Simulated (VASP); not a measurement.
Input of a VASP 6.6.1 run:

File INCAR:

```
SYSTEM = SiNi3
  ALGO = Fast
  EDIFF = 1E-6
  ENCUT = 520
  GGA = PE
  ISIF = 2
  ISMEAR = 0
  ISPIN = 2
  LASPH = .TRUE.
  LCHARG = .FALSE.
  LMAXMIX = 4
  LORBIT = 11
  LREAL = .FALSE.
  LWAVE = .FALSE.
  MAGMOM = 1 1 1 0
  NBANDS = 29
  NELM = 150
  PREC = Accurate
  SIGMA = 0.014
```

The input KPOINTS:

```
k-points
0
G
  8 8 8
  0 0 0
```

File POSCAR:

```
SiNi3
1.0
    3.5420000000      0.0000000000      0.0000000000
    0.0000000000      3.5420000000      0.0000000000
    0.0000000000      0.0000000000      3.5420000000
Ni Si
3 1
Direct
    0.5000000000      0.5000000000      0.0000000000
    0.5000000000      0.0000000000      0.5000000000
    0.0000000000      0.5000000000      0.5000000000
    0.0000000000      0.0000000000      0.0000000000
```

Potentials or basis: VASP PAW PBE potentials, release 64 (Ni, Si).

Command:

```console
$ cat potpaw_PBE.64/Ni/POTCAR potpaw_PBE.64/Si/POTCAR > POTCAR
$ mpirun -np 1 vasp_std > vasp.out
```

Question: Estimate the pressure.

Answer: -6.0 GPa.

Question: Predict the band gap on the k mesh.

Answer: Zero (filled and empty bands overlap).
